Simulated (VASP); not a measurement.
A run of VASP 6.6.1 is set up as follows.

INCAR

```
PREC = Accurate
ENCUT = 520
EDIFF = 1E-6
ISMEAR = 0
SIGMA = 0.1
LREAL = False
LASPH = True
NELM = 80
ALGO = Normal
ISIF = 2
LWAVE = False
LCHARG = False
GGA = PE
NBANDS = 16
```

The input KPOINTS:

```
regular mesh
0
Gamma
  6 6 6
```

Contents of POSCAR:

```
CaOs
1.0
    0.0000000000      2.7626852228      2.7626852228
    2.7626852228      0.0000000000      2.7626852228
    2.7626852228      2.7626852228      0.0000000000
Ca Os
1 1
Direct
    0.0000000000      0.0000000000      0.0000000000
    0.5000000000      0.5000000000      0.5000000000
```

Potentials or basis: VASP PAW PBE potentials, release 64 (Ca_sv, Os).

The run is started by

```sh
$ cat potpaw_PBE.64/Ca_sv/POTCAR potpaw_PBE.64/Os/POTCAR > POTCAR
$ mpirun -np 1 vasp_std > vasp.out
```

Estimate the band gap on the k mesh.

zero (bands 9 and 10 overlap by 1.92 eV).

Predict the pressure.

10.0 GPa.

Caveat: the cell stands under pressure; spin-orbit coupling is left out, which moves the levels of the heavy elements.
